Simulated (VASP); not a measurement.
# GaSb (F-43m) in VASP: vibrations by perturbation theory with LDA

Aim: the vibrations by perturbation theory of GaSb with LDA.

Everything below comes from runs of VASP 6.6.1. Logs are shortened: lines on timing, memory, paths and dates and some standing lists are left out, and cuts for length are marked.

**1. The cell of the first run**

It takes space group F-43m (No. 216, cubic). Conventional cell: a = 6.118 Å, b = 6.118 Å, c = 6.118 Å, α = 90.00°, β = 90.00°, γ = 90.00°. Within 3.5 Å of Ga (site symmetry -43m) lie 4 Sb at 2.65 Å. Within 3.5 Å of Sb (site symmetry -43m) lie 4 Ga at 2.65 Å.

**2. Vibrations by perturbation theory, LDA**

The input, INCAR:

```
SYSTEM = GaSb
ALGO = Normal ; EDIFF = 1E-8
ENCUT = 500 ; GGA_COMPAT = .False.
IBRION = 8 ; ISIF = 2
ISMEAR = 0 ; LASPH = .True.
LCHARG = .False. ; LREAL = .False.
LWAVE = .False. ; NBANDS = 16
NELM = 120 ; NSW = 1
PREC = Accurate ; SIGMA = 0.01
```

The input, KPOINTS:

```
k-points
0
Gamma
  6 6 6
  0 0 0
```

The input, POSCAR:

```
GaSb
1.0
    0.0000000000      3.0590000000      3.0590000000
    3.0590000000      0.0000000000      3.0590000000
    3.0590000000      3.0590000000      0.0000000000
Ga Sb
1 1
Direct
    0.0000000000      0.0000000000      0.0000000000
    0.2500000000      0.2500000000      0.2500000000
```

Potentials or basis: VASP PAW LDA potentials, release 64 (Ga_d, Sb).

Command:

```console
cat potpaw_LDA.64/Ga_d/POTCAR potpaw_LDA.64/Sb/POTCAR > POTCAR
mpirun -np 1 vasp_std > vasp.out
```

OUTCAR:

```text
SYSTEM = GaSb
   EDIFF = 1E-8
   ENCUT = 500
   IBRION = 8
   ISIF = 2
   ISMEAR = 0
   LASPH = .True.
   LREAL = .False.
   NELM = 120
   NSW = 1
   PREC = Accurate

 ion  position               nearest neighbor table
   1  0.000  0.000  0.000-   2 2.65   2 2.65   2 2.65   2 2.65
   2  0.250  0.250  0.250-   1 2.65   1 2.65   1 2.65   1 2.65

  LATTYP: Found a face centered cubic cell.
 ALAT       =     6.1180000000

  Lattice vectors:

 A1 = (   0.0000000000,   3.0590000000,   3.0590000000)
 A2 = (   3.0590000000,   0.0000000000,   3.0590000000)
 A3 = (   3.0590000000,   3.0590000000,   0.0000000000)

Analysis of symmetry for initial positions (statically):
=====================================================================
 Subroutine PRICEL returns:
 Original cell was already a primitive cell.

 Routine SETGRP: Setting up the symmetry group for a
 face centered cubic supercell.

 Subroutine GETGRP returns: Found 24 space group operations
 (whereof 24 operations were pure point group operations)
 out of a pool of 48 trial point group operations.

The static configuration has the point symmetry T_d .

Analysis of symmetry for dynamics (positions and initial velocities):
=====================================================================
 Subroutine PRICEL returns:
 Original cell was already a primitive cell.

 Routine SETGRP: Setting up the symmetry group for a
 face centered cubic supercell.

 Subroutine GETGRP returns: Found 24 space group operations
 (whereof 24 operations were pure point group operations)
 out of a pool of 48 trial point group operations.

The dynamic configuration has the point symmetry T_d .

 Subroutine INISYM returns: Found 24 space group operations
 (whereof 24 operations are pure point group operations),
 and found     1 'primitive' translations

----------------------------------------------------------------------------------------

                                     Primitive cell

  volume of cell :      57.2491

  direct lattice vectors                    reciprocal lattice vectors
     0.000000000  3.059000000  3.059000000    -0.163452109  0.163452109  0.163452109
     3.059000000  0.000000000  3.059000000     0.163452109 -0.163452109  0.163452109
     3.059000000  3.059000000  0.000000000     0.163452109  0.163452109 -0.163452109

  length of vectors
     4.326079287  4.326079287  4.326079287     0.283107357  0.283107357  0.283107357

  position of ions in fractional coordinates (direct lattice)
     0.000000000  0.000000000  0.000000000
     0.250000000  0.250000000  0.250000000

  ion indices of the primitive-cell ions
   primitive index   ion index
                 1           1
                 2           2

----------------------------------------------------------------------------------------

 KPOINTS: k-points

Automatic generation of k-mesh.
 Grid dimensions read from file:
 generate k-points for:    6    6    6

 Generating k-lattice:

  Cartesian coordinates                     Fractional coordinates (reciprocal lattice)
    -0.027242018  0.027242018  0.027242018     0.166666667  0.000000000  0.000000000
     0.027242018 -0.027242018  0.027242018     0.000000000  0.166666667  0.000000000
     0.027242018  0.027242018 -0.027242018     0.000000000  0.000000000  0.166666667

  Length of vectors
     0.047184559  0.047184559  0.047184559

  Shift w.r.t. Gamma in fractional coordinates (k-lattice)
     0.000000000  0.000000000  0.000000000
[... 63 lines left out ...]
  volume/ion in A,a.u.               =      28.62       193.17
  Fermi-wavevector in a.u.,A,eV,Ry     =   1.113208  2.103657 16.860766  1.239231
  Thomas-Fermi vector in A             =   2.249790
   LORBIT       =      0    0 simple, 1 ext, 2 COOP (PROOUT), +10 PAW based schemes
   GGA     = CA    functional components
   LHFCALC =     F    Hartree Fock is set to
   AEXX    =    0.0000 exact exchange contribution
   IVDW    =     0    specifies the selected vdW correction
   LEPSILON=     F    determine dielectric tensor
   LRPA    =     F    only Hartree local field effects (RPA)
 non-spin polarized calculation
 Gauss-broadening in eV      SIGMA  =   0.01
  energy-cutoff  :      500.00
  volume of cell :       57.25
 maximum number of plane-waves:      1464
   NGX = 15   NGY = 15   NGZ = 15

--------------------------------------- Ionic step        1  -------------------------------------------

 number of electron      17.9999986 magnetization

 Free energy of the ion-electron system (eV)
  ---------------------------------------------------
  ext. energy  EPLUGINS =         0.00000000
  ---------------------------------------------------
  free energy    TOTEN  =        -8.63180000 eV

  energy without entropy =       -8.63172858  energy(sigma->0) =       -8.63176429

 E-fermi :   4.6898     XC(G=0):  -9.3943

 val. band max:        4.6868009843   @ k =   0.0000   0.0000   0.0000
 cond. band min:       4.9802514756   @ k =   0.5000   0.0000   0.0000
 fundamental gap:      0.2934504913
 Fermi energy:         4.6898465590

 k-point     1 :       0.0000    0.0000    0.0000
  band No.  band energies     occupation
      1     -10.4635      2.00000
      2     -10.4635      2.00000
      3     -10.4635      2.00000
      4     -10.4144      2.00000
      5     -10.4144      2.00000
      6      -6.8310      2.00000
[... 283 lines left out ...]
      5     -10.4128      2.00000
      6      -4.3497      2.00000
[... 8 lines left out ...]
     15      14.5496      0.00000
     16      15.8710      0.00000

------------------------ aborting loop because EDIFF is reached ----------------------------------------

  FORCE on cell =-STRESS in cart. coord.  units (eV):
  Direction    XX          YY          ZZ          XY          YZ          ZX
  --------------------------------------------------------------------------------------
  -------------------------------------------------------------------------------------
  Total       -0.5227744     -0.5227744     -0.5227744      0.0000000     -0.0000000     -0.0000000
  in kB      -14.6304087    -14.6304087    -14.6304087      0.0000000     -0.0000000     -0.0000000
  external PRESSURE =     -14.6304087 kB  Pullay stress =       0.0000000 kB

 VOLUME and BASIS-vectors are now :
 -----------------------------------------------------------------------------
  energy-cutoff  :      500.00
  volume of cell :       57.25
      direct lattice vectors                 reciprocal lattice vectors
     0.000000000  3.059000000  3.059000000    -0.163452109  0.163452109  0.163452109
     3.059000000  0.000000000  3.059000000     0.163452109 -0.163452109  0.163452109
     3.059000000  3.059000000  0.000000000     0.163452109  0.163452109 -0.163452109

 POSITION                                       TOTAL-FORCE (eV/Angst)
 -----------------------------------------------------------------------------------
      0.00000      0.00000      0.00000        -0.000000      0.000000     -0.000000
      1.52950      1.52950      1.52950         0.000000     -0.000000      0.000000
 -----------------------------------------------------------------------------------
    total drift:                                0.000000      0.000000      0.000000

  FREE ENERGIE OF THE ION-ELECTRON SYSTEM (eV)
  ---------------------------------------------------
  free  energy   TOTEN  =        -8.6318000024 eV

  energy  without entropy=       -8.6317285847  energy(sigma->0) =       -8.63176429

[... ionic steps 2 to 3 ...]

--------------------------------------- Ionic step        4  -------------------------------------------

------------------------ aborting loop because EDIFF is reached ----------------------------------------

[... ionic steps 5 to 6 ...]

--------------------------------------- Ionic step        7  -------------------------------------------

 Free energy of the ion-electron system (eV)
  ---------------------------------------------------
  ---------------------------------------------------
  free energy    TOTEN  =        -0.02699019 eV

  energy without entropy =       -0.02699019

------------------------ aborting loop because EDIFF is reached ----------------------------------------

 INTERNAL STRAIN TENSOR  FOR ION    2  DIRECTION 1   (eV/Angst):
 -----------------------------------------------------------------------------
     0.01648  0.00000  0.00000
     0.00000 -0.00481 -7.83441
     0.00000 -7.83441 -0.00481

 INTERNAL STRAIN TENSOR FOR ION    2 for displacements in x,y,z  (eV/Angst):
          X           Y           Z          XY          YZ          ZX
  --------------------------------------------------------------------------------
  x    -0.00000    -0.00000     0.00000     0.00000    -7.83441     0.00000
  y    -0.00000    -0.00000     0.00000     0.00000     0.00000    -7.83441
  z    -0.00000     0.00000    -0.00000    -7.83441     0.00000     0.00000

 SECOND DERIVATIVES (NOT SYMMETRIZED)
 ------------------------------------
               1X          1Y          1Z          2X          2Y          2Z
  1X    -3.302990    0.000000    0.000000    3.302990    0.000000    0.000000
  1Y     0.000000   -3.302990    0.000000    0.000000    3.302990    0.000000
  1Z     0.000000    0.000000   -3.302990    0.000000    0.000000    3.302990
  2X     3.341378    0.000000    0.000000   -3.341378    0.000000    0.000000
  2Y     0.000000    3.341378    0.000000    0.000000   -3.341378    0.000000
  2Z     0.000000    0.000000    3.341378    0.000000    0.000000   -3.341378

 Eigenvectors and eigenvalues of the dynamical matrix
 ----------------------------------------------------

   1 f  =    4.276164 THz    26.867930 2PiTHz  142.637474 cm-1    17.684785 meV
             X         Y         Z           dx          dy          dz
      0.000000  0.000000  0.000000    -0.795725    0.000000    0.000000
      1.529500  1.529500  1.529500     0.605658    0.000000    0.000000
[... 21 lines left out ...]
   6 f/i=    0.011906 THz     0.074811 2PiTHz    0.397157 cm-1     0.049241 meV
             X         Y         Z           dx          dy          dz
      0.000000  0.000000  0.000000     0.000000   -0.605658    0.000000
      1.529500  1.529500  1.529500     0.000000   -0.795725    0.000000

--------------------------------------------------------------------------------------------------------

 ELASTIC MODULI CONTR FROM IONIC RELAXATION (kBar)
 Direction    XX          YY          ZZ          XY          YZ          ZX
 --------------------------------------------------------------------------------
 XX          -0.0000     -0.0000     -0.0000     -0.0000     -0.0000     -0.0000
 YY          -0.0000     -0.0000     -0.0000     -0.0000     -0.0000     -0.0000
 ZZ          -0.0000     -0.0000     -0.0000     -0.0000     -0.0000      0.0000
 XY          -0.0000     -0.0000     -0.0000   -523.8304     -0.0000      0.0000
 YZ          -0.0000     -0.0000     -0.0000     -0.0000   -523.8304     -0.0000
 ZX          -0.0000     -0.0000      0.0000      0.0000     -0.0000   -523.8304
 --------------------------------------------------------------------------------
```

Wall time 46 s (1 thread of Intel Xeon 6975P-C (Granite Rapids), shared host); peak memory 0.25 GiB.

What came out:

```
Highest phonon frequency at Γ, LO-TO splitting left out : 143 cm⁻¹
```

Phonon frequencies in cm⁻¹ (negative: imaginary):
```
              q point        frequencies
(0.000, 0.000, 0.000)  0 0 0 143 143 143
```

Caveat: the cell wasn't relaxed at this level first, which shifts response properties; spin-orbit coupling is left out, which moves the levels of the heavy elements.
